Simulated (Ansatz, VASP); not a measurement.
**Ta3N: VASP beside Ansatz**

Contents of INCAR:

```
SYSTEM = Ta3N
PREC = Accurate ; ENCUT = 520
EDIFF = 1E-6 ; ISMEAR = 0
SIGMA = 0.15 ; LREAL = .FALSE.
LASPH = .TRUE. ; NELM = 100
ALGO = Normal ; ISIF = 2
LWAVE = .FALSE. ; LCHARG = .FALSE.
GGA = PS ; NBANDS = 27
```

File KPOINTS:

```
regular mesh
0
G
  18 18 8
  0 0 0
```

File POSCAR:

```
Ta3N
1.0
    3.2405449511      0.0000000000      0.0000000000
   -1.6202724756      2.8063942498      0.0000000000
    0.0000000000      0.0000000000      7.7479221219
Ta N
3 1
Direct
    0.0000000000      0.0000000000      0.5000000000
    0.3333333333      0.6666666667      0.1725859884
    0.6666666667      0.3333333333      0.8274140116
    0.0000000000      0.0000000000      0.0000000000
```

Input for Ansatz:

```yaml
crystal:
  lattice:
    - [3.2405449511, 0.0, 0.0]
    - [-1.6202724756, 2.8063942498, 0.0]
    - [0.0, 0.0, 7.7479221219]
  atoms:
    - { symbol: Ta, position: [0.0, 0.0, 0.5] }
    - { symbol: Ta, position: [0.3333333333, 0.6666666667, 0.1725859884] }
    - { symbol: Ta, position: [0.6666666667, 0.3333333333, 0.8274140116] }
    - { symbol: "N", position: [0.0, 0.0, 0.0] }
basis:
  ecutwfc: 420
kpoints:
  mp_grid: { grid: [18, 18, 8] }
hamiltonian:
  xc: pbesol
scf:
  occupations: { method: gaussian, width: 0.15 }
output:
  forces: true
  stress: true
  eigenvalues: true
```

Change from the starting cell: strain +0.080 along x and y, +0.040 along z, atoms carried along.

Alike in both runs: task single point; functional PBEsol; k mesh 18 × 18 × 8; occupations gaussian, width 0.15 eV; no spin polarisation.

```csv
,VASP,Ansatz
version,VASP 6.6.1,Ansatz 0.2.0
potentials or method,"VASP PAW PBE potentials, release 64 (Ta_pv, N), cutoff 520 eV","scalar-relativistic, plane waves, PAW"
valence electrons in the cell,38,44
```

VASP gave:

```
gap on the k mesh at the Fermi level (eV)                     : none
pressure (GPa)                                                : -34.0
traceless stress, the component that is largest in VASP (GPa) : 1.93
rms of the force components (eV/Å)                            : 0.445
```

**Question.** Estimate Ansatz's values.

**Answer.** gap on the k mesh at the Fermi level (eV): none; pressure (GPa): -34.1; traceless stress, the component that is largest in VASP (GPa): 1.95; rms of the force components (eV/Å): 0.458.

VASP's potentials were made for PBE, not for PBEsol. Atom by atom the forces differ by 0.013 eV/Å (rms over components). A gap of «none» marks a metal or a gap that the smearing closes. Both programs put the cell under strong tension, so it lies far from rest at this level. The functional is the same, so the differences come from potentials, cutoffs and numerics. VASP's potentials hold 38 valence electrons a cell and Ansatz's 44, so a difference there can come from the potentials and not from the codes.

Spin-orbit coupling is off throughout. Noted on VASP's run: the cell as given lies far from equilibrium.
